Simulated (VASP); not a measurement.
Write the native input for VASP 6.6.1 that does the following.

| Quantity | Value |
| --- | --- |
| Task | single point |
| Functional | PBEsol |
| Potentials or basis | VASP PAW PBE potentials, release 64 (Si, C) |
| Cutoff | 520 eV |
| k mesh | 2 × 2 × 2 |
| Occupations | fermi-dirac, width 0.02 eV |
| Spin | collinear spin, ferromagnetic start |
| Starting moments | [0.0, 0.0, 0.0, 0.0, 0.0, 0.0, 0.0, 0.0, 0.0, 0.0, 0.0, 0.0, 0.0, 0.0, 0.0, 0.0, 1.0] μB |
| Dipole correction | no |
| Further INCAR settings | LREAL = Auto; ALGO = Normal; EDIFF = 1e-07; NBANDS = 52 |

The structure of Si16C (a cell with a defect) lies in POSCAR:

```
Si16C
1.0
    0.0000000000      5.4300000000      5.4300000000
    5.4300000000      0.0000000000      5.4300000000
    5.4300000000      5.4300000000      0.0000000000
Si C
16 1
Direct
   -0.0057734807     -0.0212799263      0.0279465930
    0.1679189687      0.0761325967      0.1263167587
    0.0225782689     -0.0216022099      0.5107918969
    0.1617679558      0.1174033149      0.6293738490
   -0.0015653775      0.4530386740      0.0322651934
    0.1101749540      0.6282044199      0.1159392265
    0.0167311234      0.5051657459      0.4667311234
    0.1203038674      0.6083885820      0.6571362799
    0.5429373849     -0.0017034991     -0.0916298343
    0.6248987109      0.1217679558      0.0820626151
    0.5162430939     -0.0272191529      0.4668324125
    0.6466482505      0.1730755064      0.5391712707
    0.4917587477      0.4773204420     -0.0389963168
    0.6321823204      0.5741712707      0.1337845304
    0.4625782689      0.5896500921      0.6064088398
    0.7179097606      0.6924401473      0.7018324125
    0.6244843462      0.4650000000      0.4142817680
```

The input as run:

INCAR

```
SYSTEM = Si16C
ALGO = Normal ; EDIFF = 1E-7
ENCUT = 520 ; GGA = PS
ISIF = 2 ; ISMEAR = -1
ISPIN = 2 ; LASPH = .True.
LCHARG = .False. ; LORBIT = 11
LREAL = Auto ; LWAVE = .False.
MAGMOM = 0 0 0 0 0 0 0 0 0 0 0 0 0 0 0 0 1 ; NBANDS = 52
NELM = 150 ; PREC = Accurate
SIGMA = 0.02
```

KPOINTS

```
k-points
0
Gamma
  2 2 2
  0 0 0
```

Potentials or basis: VASP PAW PBE potentials, release 64 (Si, C).

The run is started by

```console
$ cat potpaw_PBE.64/Si/POTCAR potpaw_PBE.64/C/POTCAR > POTCAR
$ mpirun -np 1 vasp_std > vasp.out
```

It gave:

* Pressure: -1.1 GPa
* Largest force: 2.809 eV/Å
* Band gap on the k mesh: zero (filled and empty bands overlap)
* Net moment: 0.00 μB per cell
* Valence electrons inside the program's atomic spheres: Si 1.70, 1.65, 1.64, 1.68, 1.74, 1.66, 1.61, 1.62, 1.67; C 2.44

Caveat: the k points lie up to 0.50 Å⁻¹ apart; the PAW data sets were made with another functional, which shifts forces and pressure a little.

Wall time 14 min on 1 thread of Oxide Virtual Turin-like Processor, with other jobs on the host, peak memory 0.67 GiB.
